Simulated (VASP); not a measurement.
Crystal: KI.

```
CELL_PARAMETERS angstrom
6.03945 0.00000 0.00000
-3.01973 5.23032 0.00000
0.00000 0.00000 7.03912
ATOMIC_POSITIONS crystal
K 0.33333 0.66667 0.93750
K 0.66667 0.33333 0.43750
I 0.33333 0.66667 0.43750
I 0.66667 0.33333 0.93750
```

Base run:

```yaml
Program: VASP 6.6.1
Functional: PBE
Potentials_or_basis: VASP PAW PBE potentials, release 64 (K_sv, I)
Cutoff: 520 eV
k_mesh: 6 × 6 × 4
Occupations: gaussian, width 0.01 eV
Spin: no spin polarisation
```

Its results: band gap on the k mesh 3.79 eV; pressure 0.3 GPa.

The run is repeated on the same cell with these changes: functional from PBE to HSE06; k mesh from 6 × 6 × 4 to 3 × 3 × 2. What comes out?

Band gap on the k mesh 4.73 eV; pressure 0.2 GPa.

Several settings changed at once.

Caveats: some runs use coarse meshes; spin-orbit coupling is left out, which moves the levels of the heavy elements; the PAW data sets were made with another functional, which shifts forces and pressure a little (at least some runs).

A k mesh can miss the band edges.
